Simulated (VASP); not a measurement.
Wanted: the native input for a VASP 6.6.1 run.

```
Task                               : single point
Functional                         : HSE06
Potentials or basis                : VASP PAW PBE potentials, release 64 (Si)
Cutoff                             : 520 eV
k mesh                             : 6 × 6 × 6
Occupations                        : gaussian, width 0.02 eV
Spin                               : no spin polarisation
Dipole correction                  : no
Grid for exact exchange (PRECFOCK) : Normal
Further INCAR settings             : ALGO = Normal; EDIFF = 1e-06; NBANDS = 11
Screening parameter                : 0.2079 1/Å
```

The system is Si.

```
Si
1.0
     0.00000    2.72035    2.72035
     2.72035    0.00000    2.72035
     2.72035    2.72035    0.00000
Si
2
Direct
  0.75000 0.75000 0.75000
  0.50000 0.50000 0.50000
```

One way to write it, as run:

POSCAR

```
Si
1.0
    0.0000000000      2.7203456787      2.7203456787
    2.7203456787      0.0000000000      2.7203456787
    2.7203456787      2.7203456787      0.0000000000
Si
2
Direct
    0.7500000000      0.7500000000      0.7500000000
    0.5000000000      0.5000000000      0.5000000000
```

INCAR.step1

```
SYSTEM = Si
ALGO = Normal ; EDIFF = 1E-5
ENCUT = 520 ; GGA = PE
ISIF = 2 ; ISMEAR = 0
LASPH = .TRUE. ; LREAL = .FALSE.
LWAVE = .TRUE. ; NBANDS = 11
NELM = 100 ; PREC = Accurate
SIGMA = 0.02
```

INCAR.step2

```
SYSTEM = Si
ALGO = Normal ; EDIFF = 1E-6
ENCUT = 520 ; GGA = PE
HFSCREEN = 0.2079 ; ISIF = 2
ISMEAR = 0 ; ISTART = 1
LASPH = .TRUE. ; LCHARG = .TRUE.
LELF = .TRUE. ; LHFCALC = .TRUE.
LREAL = .FALSE. ; LVHAR = .TRUE.
LWAVE = .FALSE. ; NBANDS = 11
NELM = 100 ; PREC = Accurate
PRECFOCK = Normal ; SIGMA = 0.02
```

KPOINTS

```
k-points
0
G
  6 6 6
  0 0 0
```

Potentials or basis: VASP PAW PBE potentials, release 64 (Si).

Command:

```sh
$ cat potpaw_PBE.64/Si/POTCAR > POTCAR
$ cp INCAR.step1 INCAR
$ mpirun -np 1 vasp_std > vasp.out
$ cp INCAR.step2 INCAR
$ mpirun -np 1 vasp_std > vasp.out
```

It gave:

| Property | Result |
| --- | --- |
| Pressure | -0.3 GPa |
| Band gap on the k mesh | 1.30 eV, indirect (least direct gap 3.32 eV) |

Caveat: the PAW data sets were made with another functional, which shifts forces and pressure a little.

It took 7.1 min on 1 thread of AMD EPYC 9R45 96-Core Processor (Zen 5), on a shared host, peak memory 0.24 GiB.
